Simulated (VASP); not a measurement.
Write the native input for VASP 6.6.1 that does the following.

```
Task                   : single point
Functional             : PBEsol
Potentials or basis    : VASP PAW PBE potentials, release 64 (La, H)
Cutoff                 : 520 eV
k mesh                 : 10 × 10 × 10
Occupations            : methfessel-paxton, width 0.1 eV
Spin                   : no spin polarisation
Dipole correction      : no
Further INCAR settings : ALGO = Normal; EDIFF = 1e-06; NBANDS = 15
```

The structure of LaH3 lies in POSCAR:

```
LaH3
1.0
    0.0000000000      2.7502868645      2.8602983391
    2.7502868645      0.0000000000      2.8602983391
    2.7502868645      2.7502868645      0.0000000000
La H
1 3
Direct
    0.0000000000      0.0000000000      0.0000000000
    0.5000000000      0.5000000000      0.5000000000
    0.7500000000      0.7500000000      0.7500000000
    0.2500000000      0.2500000000      0.2500000000
```

One way to write it, as run:

INCAR

```
PREC = Accurate
ENCUT = 520
EDIFF = 1E-6
ISMEAR = 1
SIGMA = 0.1
LREAL = False
LASPH = True
NELM = 60
ALGO = Normal
ISIF = 2
LWAVE = False
LCHARG = True
GGA = PS
LELF = True
LVHAR = True
NBANDS = 15
```

KPOINTS

```
Automatic mesh
0
Gamma
  10 10 10
```

Potentials or basis: VASP PAW PBE potentials, release 64 (La, H).

Command:

```sh
$ cat potpaw_PBE.64/La/POTCAR potpaw_PBE.64/H/POTCAR > POTCAR
$ mpirun -np 1 vasp_std > vasp.out
```

Results of the run:

```yaml
Pressure: -3.3 GPa
Band_gap_on_the_k_mesh: zero (band 7 reaches 7.73 eV, above the bottom of band 8 at 7.59 eV)
```

Caveat: the PAW data sets were made with another functional, which shifts forces and pressure a little; spin-orbit coupling is left out, which moves the levels of the heavy elements.

Wall time 50 s on 1 thread of Intel(R) Xeon(R) Platinum 8488C (Sapphire Rapids), with other jobs on the host, peak memory 0.23 GiB.
